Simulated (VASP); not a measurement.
# Si2Mo (I4/mmm) in VASP: settings compared

Si2Mo is run at these levels: PBEsol, PBE; tasks: single point.

All numbers are computed with VASP 6.6.1; they aren't measurements. Logs are shortened: lines on timing, memory, paths and dates and some standing lists are left out, and cuts for length are marked.

## Step 1: The cell of the first run

Symmetry: I4/mmm, No. 139, tetragonal system. Conventional cell: a = 3.200 Å, b = 3.200 Å, c = 7.861 Å, α = 90.00°, β = 90.00°, γ = 90.00°. Within 3.5 Å of Mo (site symmetry 4/mmm) lie 10 Si at 2.62 Å and 4 Mo at 3.20 Å. Si (site symmetry 4mm) has 9 Si at 2.61 to 3.20 Å and 5 Mo at 2.62 Å within 3.4 Å.

## Step 2: Single point, PBEsol

Input file INCAR:

```
  PREC = Accurate
  ENCUT = 520
  EDIFF = 1E-6
  ISMEAR = 0
  SIGMA = 0.1
  LREAL = F
  LASPH = T
  NELM = 80
  ALGO = Normal
  ISIF = 2
  LWAVE = F
  LCHARG = T
  GGA = PS
  LELF = T
  LVHAR = T
  NBANDS = 18
```

Input file KPOINTS:

```
Automatic mesh
0
Gamma
  12 12 12
```

Input file POSCAR:

```
Si2Mo
1.0
   -1.6000000000      1.6000000000      3.9305000000
    1.6000000000     -1.6000000000      3.9305000000
    1.6000000000      1.6000000000     -3.9305000000
Mo Si
1 2
Direct
    0.0000000000      0.0000000000      0.0000000000
    0.6670000000      0.6670000000      0.0000000000
    0.3330000000      0.3330000000      0.0000000000
```

Potentials or basis: VASP PAW PBE potentials, release 64 (Mo_sv, Si).

Launch:

```bash
$ cat potpaw_PBE.64/Mo_sv/POTCAR potpaw_PBE.64/Si/POTCAR > POTCAR
$ mpirun -np 1 vasp_std > vasp.out
```

OUTCAR:

```text
PREC = Accurate
   ENCUT = 520
   EDIFF = 1E-6
   ISMEAR = 0
   LREAL = F
   LASPH = T
   NELM = 80
   ISIF = 2
   GGA = PS

 ion  position               nearest neighbor table
   1  0.000  0.000  0.000-   2 2.62   3 2.62   2 2.62   3 2.62   2 2.62   3 2.62   3 2.62   2 2.62
                             2 2.62   3 2.62
   2  0.667  0.667  0.000-   3 2.61   3 2.61   3 2.61   3 2.61   1 2.62   1 2.62   1 2.62   1 2.62
                             1 2.62   3 2.63
   3  0.333  0.333  0.000-   2 2.61   2 2.61   2 2.61   2 2.61   1 2.62   1 2.62   1 2.62   1 2.62
                             1 2.62   2 2.63

  LATTYP: Found a body centered tetragonal cell.
 ALAT       =     3.2000000000
 C/A-ratio  =     2.4565625000

  Lattice vectors:

 A1 = (  -1.6000000000,   1.6000000000,   3.9305000000)
 A2 = (   1.6000000000,  -1.6000000000,   3.9305000000)
 A3 = (   1.6000000000,   1.6000000000,  -3.9305000000)

Analysis of symmetry for initial positions (statically):
=====================================================================
 Subroutine PRICEL returns:
 Original cell was already a primitive cell.

 Routine SETGRP: Setting up the symmetry group for a
 body centered tetragonal supercell.

 Subroutine GETGRP returns: Found 16 space group operations
 (whereof 16 operations were pure point group operations)
 out of a pool of 16 trial point group operations.

The static configuration has the point symmetry D_4h.

Analysis of symmetry for dynamics (positions and initial velocities):
=====================================================================
 Subroutine PRICEL returns:
 Original cell was already a primitive cell.

 Routine SETGRP: Setting up the symmetry group for a
 body centered tetragonal supercell.

 Subroutine GETGRP returns: Found 16 space group operations
 (whereof 16 operations were pure point group operations)
 out of a pool of 16 trial point group operations.

The dynamic configuration has the point symmetry D_4h.

 Subroutine INISYM returns: Found 16 space group operations
 (whereof 16 operations are pure point group operations),
 and found     1 'primitive' translations

----------------------------------------------------------------------------------------

                                     Primitive cell

  volume of cell :      40.2483

  direct lattice vectors                    reciprocal lattice vectors
    -1.600000000  1.600000000  3.930500000     0.000000000  0.312500000  0.127210279
     1.600000000 -1.600000000  3.930500000     0.312500000  0.000000000  0.127210279
     1.600000000  1.600000000 -3.930500000     0.312500000  0.312500000  0.000000000

  length of vectors
     4.535287229  4.535287229  4.535287229     0.337399918  0.337399918  0.441941738

  position of ions in fractional coordinates (direct lattice)
     0.000000000  0.000000000  0.000000000
     0.667000000  0.667000000  0.000000000
     0.333000000  0.333000000  0.000000000

  ion indices of the primitive-cell ions
   primitive index   ion index
                 1           1
                 2           2
                 3           3

----------------------------------------------------------------------------------------

 KPOINTS: Automatic mesh

Automatic generation of k-mesh.
 Grid dimensions read from file:
 generate k-points for:   12   12   12

 Generating k-lattice:

  Cartesian coordinates                     Fractional coordinates (reciprocal lattice)
     0.000000000  0.026041667  0.010600857     0.083333333  0.000000000 -0.000000000
     0.026041667  0.000000000  0.010600857     0.000000000  0.083333333 -0.000000000
     0.026041667  0.026041667  0.000000000     0.000000000  0.000000000  0.083333333

  Length of vectors
     0.028116660  0.028116660  0.036828478

  Shift w.r.t. Gamma in fractional coordinates (k-lattice)
     0.000000000  0.000000000  0.000000000

 Subroutine IBZKPT returns following result:
 ===========================================

 Found    163 irreducible k-points:

 Following reciprocal coordinates:
            Coordinates               Weight
  0.000000  0.000000  0.000000      1.000000
  0.083333 -0.000000  0.000000      8.000000
  0.166667 -0.000000  0.000000      8.000000
  0.250000 -0.000000  0.000000      8.000000
  0.333333 -0.000000  0.000000      8.000000
  0.416667  0.000000  0.000000      8.000000
[... 16 lines left out ...]
  0.500000  0.166667  0.000000     16.000000
 -0.416667  0.166667  0.000000     16.000000
 [... further k-points ...]
   k-points           NKPTS =    163   k-points in BZ     NKDIM =    163   number of bands    NBANDS=     18
   number of dos      NEDOS =    301   number of ions     NIONS =      3
   total plane-waves  NPLWV =  46656
   dimension x,y,z NGX =    36 NGY =   36 NGZ =   36
   dimension x,y,z NGXF=    72 NGYF=   72 NGZF=   72
   ions per type =               1   2
   NGX,Y,Z   is equivalent  to a cutoff of  13.20, 13.20, 13.20 a.u.
   NGXF,Y,Z  is equivalent  to a cutoff of  26.39, 26.39, 26.39 a.u.
 SYSTEM =  unknown system
   PREC   = accura    normal or accurate (medium, high low for compatibility)
   ISTART =      0    job   : 0-new  1-cont  2-samecut
   ICHARG =      2    charge: 1-file 2-atom 10-const
   ISPIN  =      1    spin polarized calculation?
   LNONCOLLINEAR =      F non collinear calculations
   LSORBIT =      F    spin-orbit coupling
   LASPH  =      T    aspherical Exc in radial PAW
   ENCUT  =  520.0 eV  38.22 Ry    6.18 a.u.   8.43  8.43  8.43*2*pi/ulx,y,z
   NELM   =     80;   NELMIN=  2; NELMDL= -5     # of ELM steps
   EDIFF  = 0.1E-05   stopping-criterion for ELM
   LREAL  =      F    real-space projection
   EDIFFG = 0.1E-04   stopping-criterion for IOM
   NSW    =      0    number of steps for IOM
   IBRION =     -1    ionic relax: 0-MD 1-quasi-New 2-CG
   NFREE  =      0    steps in history (QN), initial steepest desc. (CG)
   ISIF   =      2    stress and relaxation
   ISYM   =      2    0-nonsym 1-usesym 2-fastsym
   POTIM  = 0.5000    time-step for ionic-motion
   TEBEG  =    0.0;   TEEND  =   0.0 temperature during run
   PSTRESS=    0.0 pullay stress
   NELECT =      22.0000    total number of electrons
   NUPDOWN=      -1.0000    fix difference up-down
   EMIN   =  10.00;   EMAX   =-10.00  energy-range for DOS
   EFERMI =   0.00;   METHOD = LEGACY
[... 29 lines left out ...]
  ---------------------------------------------------
  free energy    TOTEN  =       -25.07122427 eV

  energy without entropy =      -25.06993082  energy(sigma->0) =      -25.07057755

 E-fermi :  12.1969     XC(G=0): -12.5108

 val. band max:       12.1237438013   @ k =  -0.3333  -0.4167   0.3333
 cond. band min:      12.2371549826   @ k =   0.0833  -0.0000   0.0000
 fundamental gap:      0.1134111813
 Fermi energy:        12.1969021297

 k-point     1 :       0.0000    0.0000    0.0000
  band No.  band energies     occupation
      1     -48.4538      2.00000
      2     -22.6486      2.00000
      3     -22.5479      2.00000
      4     -22.5479      2.00000
      5      -1.2700      2.00000
      6       5.8316      2.00000
[... 10 lines left out ...]
     17      17.2296      0.00000
     18      17.2296      0.00000

 k-point     2 :       0.0833   -0.0000    0.0000
  band No.  band energies     occupation
      1     -48.4526      2.00000
      2     -22.6473      2.00000
      3     -22.5655      2.00000
      4     -22.5463      2.00000
      5      -1.1439      2.00000
      6       5.8388      2.00000
[... 10 lines left out ...]
     17      17.3561      0.00000
     18      17.9651      0.00000

 k-point     3 :       0.1667   -0.0000    0.0000
  band No.  band energies     occupation
      1     -48.4492      2.00000
      2     -22.6438      2.00000
      3     -22.6134      2.00000
      4     -22.5418      2.00000
      5      -0.7720      2.00000
      6       5.7941      2.00000
[... 10 lines left out ...]
     17      18.0686      0.00000
     18      19.4168      0.00000

 k-point     4 :       0.2500   -0.0000    0.0000
  band No.  band energies     occupation
      1     -48.4445      2.00000
      2     -22.6785      2.00000
      3     -22.6385      2.00000
      4     -22.5358      2.00000
      5      -0.1735      2.00000
      6       5.4499      2.00000
[... 10 lines left out ...]
     17      19.0944      0.00000
     18      21.0944      0.00000

 k-point     5 :       0.3333   -0.0000    0.0000
  band No.  band energies     occupation
      1     -48.4398      2.00000
      2     -22.7426      2.00000
      3     -22.6336      2.00000
      4     -22.5297      2.00000
      5       0.6208      2.00000
      6       4.6746      2.00000
[... 10 lines left out ...]
     17      19.1261      0.00000
     18      21.3210      0.00000

 k-point     6 :       0.4167    0.0000    0.0000
  band No.  band energies     occupation
      1     -48.4364      2.00000
      2     -22.7891      2.00000
      3     -22.6299      2.00000
      4     -22.5252      2.00000
      5       1.5678      2.00000
      6       3.6818      2.00000
[... 10 lines left out ...]
     17      18.6462      0.00000
     18      19.9188      0.00000

 k-point     7 :       0.5000   -0.0000    0.0000
  band No.  band energies     occupation
      1     -48.4351      2.00000
      2     -22.8061      2.00000
      3     -22.6285      2.00000
      4     -22.5236      2.00000
      5       2.5466      2.00000
      6       2.6818      2.00000
[... 10 lines left out ...]
     17      18.4686      0.00000
     18      19.1575      0.00000

 k-point     8 :       0.0833    0.0833    0.0000
  band No.  band energies     occupation
      1     -48.4513      2.00000
      2     -22.6467      2.00000
      3     -22.5651      2.00000
      4     -22.5627      2.00000
      5      -0.9833      2.00000
      6       5.6753      2.00000
[... 10 lines left out ...]
     17      18.0077      0.00000
     18      18.1416      0.00000
[... 229 lines left out ...]
     17      18.9375      0.00000
     18      20.0349      0.00000

 k-point    20 :       0.2500    0.1667    0.0000
  band No.  band energies     occupation
      1     -48.4399      2.00000
      2     -22.6710      2.00000
      3     -22.6351      2.00000
      4     -22.5992      2.00000
      5       0.4520      2.00000
      6       4.9909      2.00000
[... 10 lines left out ...]
     17      19.0413      0.00000
     18      20.7216      0.00000

 k-point    21 :       0.3333    0.1667    0.0000
  band No.  band energies     occupation
      1     -48.4352      2.00000
      2     -22.7338      2.00000
      3     -22.6293      2.00000
      4     -22.5922      2.00000
      5       1.2376      2.00000
      6       4.4915      2.00000
[... 10 lines left out ...]
     17      19.7069      0.00000
     18      20.6768      0.00000

 k-point    22 :       0.4167    0.1667    0.0000
  band No.  band energies     occupation
      1     -48.4319      2.00000
      2     -22.7795      2.00000
      3     -22.6243      2.00000
      4     -22.5870      2.00000
      5       2.1466      2.00000
      6       3.6634      2.00000
[... 10 lines left out ...]
     17      19.5686      0.00000
     18      21.0631      0.00000

 k-point    23 :       0.5000    0.1667    0.0000
  band No.  band energies     occupation
      1     -48.4307      2.00000
      2     -22.7961      2.00000
      3     -22.6215      2.00000
      4     -22.5851      2.00000
      5       2.6547      2.00000
      6       3.1494      2.00000
[... 10 lines left out ...]
     17      19.7288      0.00000
     18      20.9354      0.00000

 k-point    24 :      -0.4167    0.1667    0.0000
  band No.  band energies     occupation
      1     -48.4319      2.00000
      2     -22.7793      2.00000
      3     -22.6217      2.00000
      4     -22.5869      2.00000
      5       1.6743      2.00000
      6       4.1818      2.00000
[... 10 lines left out ...]
     17      19.5066      0.00000
     18      20.3601      0.00000

 [... further k-points ...]

------------------------ aborting loop because EDIFF is reached ----------------------------------------

  FORCE on cell =-STRESS in cart. coord.  units (eV):
  Direction    XX          YY          ZZ          XY          YZ          ZX
  --------------------------------------------------------------------------------------
  -------------------------------------------------------------------------------------
  Total       -0.4898575     -0.4898575     -0.8028470      0.0000000     -0.0000000      0.0000000
  in kB      -19.4999100    -19.4999100    -31.9591796      0.0000000     -0.0000000      0.0000000
  external PRESSURE =     -23.6529999 kB  Pullay stress =       0.0000000 kB

 VOLUME and BASIS-vectors are now :
 -----------------------------------------------------------------------------
  energy-cutoff  :      520.00
  volume of cell :       40.25
      direct lattice vectors                 reciprocal lattice vectors
    -1.600000000  1.600000000  3.930500000     0.000000000  0.312500000  0.127210279
     1.600000000 -1.600000000  3.930500000     0.312500000  0.000000000  0.127210279
     1.600000000  1.600000000 -3.930500000     0.312500000  0.312500000  0.000000000

 POSITION                                       TOTAL-FORCE (eV/Angst)
 -----------------------------------------------------------------------------------
      0.00000      0.00000      0.00000         0.000000      0.000000     -0.000000
      0.00000      0.00000      5.24329         0.000000      0.000000     -0.322359
      0.00000      0.00000      2.61771        -0.000000     -0.000000      0.322359
 -----------------------------------------------------------------------------------
    total drift:                                0.000000      0.000000     -0.000000

  FREE ENERGIE OF THE ION-ELECTRON SYSTEM (eV)
  ---------------------------------------------------
  free  energy   TOTEN  =       -25.0712242718 eV

  energy  without entropy=      -25.0699308215  energy(sigma->0) =      -25.07057755
```

Run time: 64 s. Hardware: 1 thread of Intel Xeon 6975P-C (Granite Rapids), shared host; peak memory 0.27 GiB.

What came out:

* Free energy: -25.0712 eV
* Pressure: -2.4 GPa
* Largest force: 0.322 eV/Å
* Band gap on the k mesh: zero (bands 11 and 12 overlap by 1.04 eV)

Forces in eV/Å, atoms in the order of the input:
```
Mo   0.000  0.000  0.000
Si   0.000  0.000 -0.322
Si   0.000  0.000  0.322
```

Stress tensor (GPa, compression positive):
```
-1.95  0.00  0.00
 0.00 -1.95  0.00
 0.00  0.00 -3.20
```

Caveat: the PAW data sets were made with another functional, which shifts forces and pressure a little.

## Step 3: Single point, PBE

Input file INCAR:

```
SYSTEM = Si2Mo
PREC = Accurate
ENCUT = 520
EDIFF = 1E-6
ISMEAR = 0
SIGMA = 0.012
LREAL = .False.
LASPH = .True.
NELM = 60
ALGO = Normal
ISIF = 2
LWAVE = .False.
LCHARG = .True.
GGA = PE
LELF = .True.
LVHAR = .True.
NBANDS = 18
```

Input file KPOINTS:

```
Automatic mesh
0
Gamma
  12 12 12
  0 0 0
```

POSCAR is that of step 2.

Potentials or basis: VASP PAW PBE potentials, release 64 (Mo_sv, Si).

Launch:

```bash
$ cat potpaw_PBE.64/Mo_sv/POTCAR potpaw_PBE.64/Si/POTCAR > POTCAR
$ mpirun -np 1 vasp_std > vasp.out
```

It took 1.9 min on 1 thread of Intel Xeon Platinum 8488C (Sapphire Rapids), shared host; peak memory 0.27 GiB.

Results (log left out):

- Free energy: -23.2522 eV
- Pressure: 2.4 GPa
- Largest force: 0.272 eV/Å
- Band gap on the k mesh: zero (bands 11 and 12 overlap by 1.04 eV)

Forces on the atoms (eV/Å):
```
Mo   0.000  0.000  0.000
Si   0.000  0.000 -0.272
Si   0.000  0.000  0.272
```

Stress tensor (GPa, compression positive):
```
2.79 0.00 0.00
0.00 2.79 0.00
0.00 0.00 1.62
```

Levels at points of the mesh, in eV from the Fermi level:
| k point | band 8 | band 9 | band 10 | band 11 | band 12 | band 13 | band 14 | band 15 |
| --- | --- | --- | --- | --- | --- | --- | --- | --- |
| (0.00, 0.00, 0.00) | -3.07 | -2.71 | -2.71 | 0.36 | 3.03 | 3.06 | 3.59 | 3.59 |
| (0.50, 0.00, 0.00) | -4.52 | -2.66 | -2.56 | -0.57 | 2.22 | 2.97 | 3.98 | 4.21 |
| (0.50, 0.50, 0.00) | -5.33 | -4.54 | -3.11 | -1.18 | 2.27 | 2.67 | 2.96 | 3.20 |
| (0.50, 0.50, 0.50) | -2.33 | -0.63 | -0.63 | -0.58 | -0.58 | 0.50 | 4.57 | 5.11 |

## Step 4: Single point, PBE

Input file INCAR:

```
SYSTEM = Si2Mo
PREC = Accurate
ENCUT = 520
EDIFF = 1E-7
ISMEAR = 0
SIGMA = 0.013000000000000001
LREAL = .FALSE.
LASPH = .TRUE.
NELM = 60
ALGO = Normal
ISIF = 2
LWAVE = .FALSE.
LCHARG = .TRUE.
GGA = PE
LELF = .TRUE.
LVHAR = .TRUE.
NBANDS = 18
```

Input file KPOINTS:

```
regular mesh
0
G
  12 12 12
  0 0 0
```

POSCAR is that of step 3.

Launch:

```bash
$ cat potpaw_PBE.64/Mo_sv/POTCAR potpaw_PBE.64/Si/POTCAR > POTCAR
$ mpirun -np 1 vasp_std > vasp.out
```

Wall time 2.2 min (1 thread of Intel Xeon Platinum 8488C (Sapphire Rapids), shared host); peak memory 0.27 GiB.

The run converged. Its results:

```yaml
Free_energy: -23.2522 eV
Pressure: 2.4 GPa
Largest_force: 0.272 eV/Å
Band_gap_on_the_k_mesh: zero (bands 11 and 12 overlap by 1.04 eV)
```

Forces on the atoms (eV/Å):
```
Mo   0.000  0.000  0.000
Si   0.000  0.000 -0.272
Si   0.000  0.000  0.272
```

Stress tensor (GPa, compression positive):
```
2.78 0.00 0.00
0.00 2.78 0.00
0.00 0.00 1.62
```

Levels at points of the mesh, in eV from the Fermi level:
```tsv
k point	band 8	band 9	band 10	band 11	band 12	band 13	band 14	band 15
(0.00, 0.00, 0.00)	-3.07	-2.71	-2.71	0.36	3.03	3.06	3.59	3.59
(0.50, 0.00, 0.00)	-4.52	-2.66	-2.56	-0.56	2.22	2.97	3.98	4.21
(0.50, 0.50, 0.00)	-5.33	-4.54	-3.11	-1.18	2.27	2.67	2.96	3.20
(0.50, 0.50, 0.50)	-2.33	-0.63	-0.63	-0.58	-0.58	0.50	4.57	5.11
```

## Step 5: Single point, PBE

Input file INCAR:

```
SYSTEM = Si2Mo
  ALGO = Normal
  EDIFF = 1E-7
  ENCUT = 520
  GGA = PE
  ISIF = 2
  ISMEAR = 0
  LASPH = .TRUE.
  LCHARG = .FALSE.
  LREAL = .FALSE.
  LWAVE = .FALSE.
  NBANDS = 18
  NELM = 100
  PREC = Accurate
  SIGMA = 0.014
```

Input file KPOINTS:

```
k-points
0
G
  12 12 12
  0 0 0
```

POSCAR is that of step 4.

Launch:

```bash
$ cat potpaw_PBE.64/Mo_sv/POTCAR potpaw_PBE.64/Si/POTCAR > POTCAR
$ mpirun -np 1 vasp_std > vasp.out
```

Run time: 3.3 min. Hardware: 1 thread of Intel Xeon Platinum 8488C (Sapphire Rapids), shared host; peak memory 0.28 GiB.

Results (log left out):

```
Free energy            : -23.2522 eV
Pressure               : 2.4 GPa
Largest force          : 0.272 eV/Å
Band gap on the k mesh : zero (bands 11 and 12 overlap by 1.04 eV)
```

Forces on the atoms (eV/Å):
```
Mo   0.000  0.000  0.000
Si   0.000  0.000 -0.272
Si   0.000  0.000  0.272
```

Stress tensor (GPa, compression positive):
```
2.78 0.00 0.00
0.00 2.78 0.00
0.00 0.00 1.62
```

Levels at points of the mesh, in eV from the Fermi level:
| k point | band 8 | band 9 | band 10 | band 11 | band 12 | band 13 | band 14 | band 15 |
| --- | --- | --- | --- | --- | --- | --- | --- | --- |
| (0.00, 0.00, 0.00) | -3.07 | -2.71 | -2.71 | 0.36 | 3.03 | 3.06 | 3.59 | 3.59 |
| (0.50, 0.00, 0.00) | -4.52 | -2.66 | -2.56 | -0.56 | 2.22 | 2.97 | 3.98 | 4.21 |
| (0.50, 0.50, 0.00) | -5.33 | -4.54 | -3.11 | -1.18 | 2.27 | 2.67 | 2.96 | 3.20 |
| (0.50, 0.50, 0.50) | -2.33 | -0.63 | -0.63 | -0.58 | -0.58 | 0.50 | 4.57 | 5.11 |

## Step 6: Summary

| level | smearing | gap on the mesh (eV) | pressure (GPa) | largest force (eV/Å) |
| --- | --- | --- | --- | --- |
| PBEsol | gaussian 0.1 eV | none | -2.4 | 0.32 |
| PBE | gaussian 0.012 eV | none | 2.4 | 0.27 |
| PBE | gaussian 0.013 eV | none | 2.4 | 0.27 |
| PBE | gaussian 0.014 eV | none | 2.4 | 0.27 |

Alike in all rows: task single point; potentials or basis VASP PAW PBE potentials, release 64 (Mo_sv, Si); no spin polarisation; cell as given; k mesh 12 × 12 × 12; cutoff (eV) 520.

The pressure there spans -2.4 GPa (PBEsol) to 2.4 GPa (PBE); a positive pressure means that this level wants a larger cell, a negative one a smaller.

Caveats: the PAW data sets were made with another functional, which shifts forces and pressure a little (at least some runs).

Total energies depend on the potentials used, so only differences within one code and one set of settings carry meaning.
